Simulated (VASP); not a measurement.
A run of VASP 6.6.1 is set up as follows.

INCAR

```
ALGO = Normal ; EDIFF = 1E-6
ENCUT = 520 ; GGA = PE
ISIF = 2 ; ISMEAR = 0
LASPH = True ; LCHARG = False
LREAL = False ; LWAVE = False
NBANDS = 28 ; NELM = 60
PREC = Accurate ; SIGMA = 0.02
```

Contents of KPOINTS:

```
k-points
0
Gamma
  8 8 6
```

The input POSCAR:

```
PbS
1.0
    2.1148396667     -6.4308746992      0.0000000000
    2.1148396667      6.4308746992      0.0000000000
    0.0000000000      0.0000000000      4.2942980292
Pb S
2 2
Direct
    0.8605698311      0.1394301689      0.7500000000
    0.1394301689      0.8605698311      0.2500000000
    0.6504492333      0.3495507667      0.7500000000
    0.3495507667      0.6504492333      0.2500000000
```

Potentials or basis: VASP PAW PBE potentials, release 64 (Pb_d, S).

Command:

```bash
$ cat potpaw_PBE.64/Pb_d/POTCAR potpaw_PBE.64/S/POTCAR > POTCAR
$ mpirun -np 1 vasp_std > vasp.out
```

(1) Estimate the band gap on the k mesh.

(2) Predict the pressure.

Answers

(1) 1.32 eV (least direct gap 1.60 eV).

(2) -0.6 GPa.

Caveat: spin-orbit coupling is left out, which moves the levels of the heavy elements.
